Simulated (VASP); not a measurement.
**PbO: single point with r2SCAN**

Crystal: PbO.

```
Pb O
1.0
     3.95849    0.00000    0.00000
     0.00000    3.95849    0.00000
     0.00000    0.00000    4.57695
Pb O
2 2
Direct
  0.50000 0.00000 0.74380
  0.00000 0.50000 0.25620
  0.50000 0.50000 0.00000
  0.00000 0.00000 0.00000
```

```yaml
Program: VASP 6.6.1
Task: single point
Functional: r2SCAN
Potentials_or_basis: VASP PAW PBE potentials, release 64 (Pb_d, O)
Cutoff: 660 eV
k_mesh: 7 × 7 × 6
Occupations: fermi-dirac, width 0.05 eV
Spin: no spin polarisation
```

```yaml
Pressure: 5.5 GPa
Largest_force: 0.110 eV/Å
Band_gap_on_the_k_mesh: 1.48 eV (least direct gap 2.71 eV)
```

Forces on the atoms (eV/Å):
```
Pb   0.000  0.000 -0.110
Pb   0.000  0.000  0.110
O    0.000  0.000  0.000
O    0.000  0.000  0.000
```

Stress tensor (GPa, compression positive):
```
5.60 0.00 0.00
0.00 5.60 0.00
0.00 0.00 5.42
```

Levels at points of the mesh, in eV from the valence-band top:
| k point | band 17 | band 18 | band 19 | band 20 | band 21 | band 22 | band 23 | band 24 |
| --- | --- | --- | --- | --- | --- | --- | --- | --- |
| (0.00, 0.00, 0.00) | -1.87 | -1.87 | -1.87 | -0.02 | 3.42 | 5.85 | 5.85 | 6.96 |
| (0.00, 0.00, 0.50) | -1.95 | -1.90 | -1.90 | -0.83 | 2.48 | 3.95 | 3.95 | 4.15 |

Run time: 4.6 min on 1 thread of Intel(R) Xeon(R) Platinum 8259CL CPU @ 2.50GHz (Skylake/Cascade Lake), with other jobs on the host, peak memory 0.29 GiB.

Caveat: the cell stands under pressure; the PAW data sets were made with another functional, which shifts forces and pressure a little; spin-orbit coupling is left out, which moves the levels of the heavy elements. A k mesh can miss the band edges.
